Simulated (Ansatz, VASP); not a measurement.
Cd3HgTe4: VASP beside Ansatz

```
Cd Hg Te
1.0
     4.68735    0.00000    0.00000
     0.00000    4.68735    0.00000
     0.00000    0.00000   13.24264
Cd Hg Te
3 1 4
Direct
  0.00000 0.00000 0.74952
  0.00000 0.00000 0.25048
  0.50000 0.50000 0.50000
  0.50000 0.50000 0.00000
  0.50000 0.00000 0.87396
  0.00000 0.50000 0.12604
  0.50000 0.00000 0.37528
  0.00000 0.50000 0.62472
```

Alike in both runs: task single point; functional PBE; k mesh 4 × 4 × 2; occupations gaussian, width 0.1 eV; no spin polarisation.

|  | VASP | Ansatz |
| --- | --- | --- |
| version | VASP 6.6.1 | Ansatz 0.2.0 |
| potentials or method | VASP PAW PBE potentials, release 64 (Cd, Hg, Te), cutoff 520 eV | scalar-relativistic, plane waves, PAW |
| valence electrons in the cell | 72 | 144 |

Ansatz gave:

- gap on the k mesh at the Fermi level (eV): 0.18
- least direct gap on the mesh (eV): 0.18
- pressure (GPa): 0.1
- traceless stress, the component that is largest in VASP (GPa): -0.14

Question: Which values does VASP return?

Answer: gap on the k mesh at the Fermi level (eV): 0.17; least direct gap on the mesh (eV): 0.17; pressure (GPa): 0.2; traceless stress, the component that is largest in VASP (GPa): -0.14.

VASP's potentials hold 72 valence electrons a cell and Ansatz's 144, so a difference there can come from the potentials and not from the codes.

Spin-orbit coupling is off throughout.
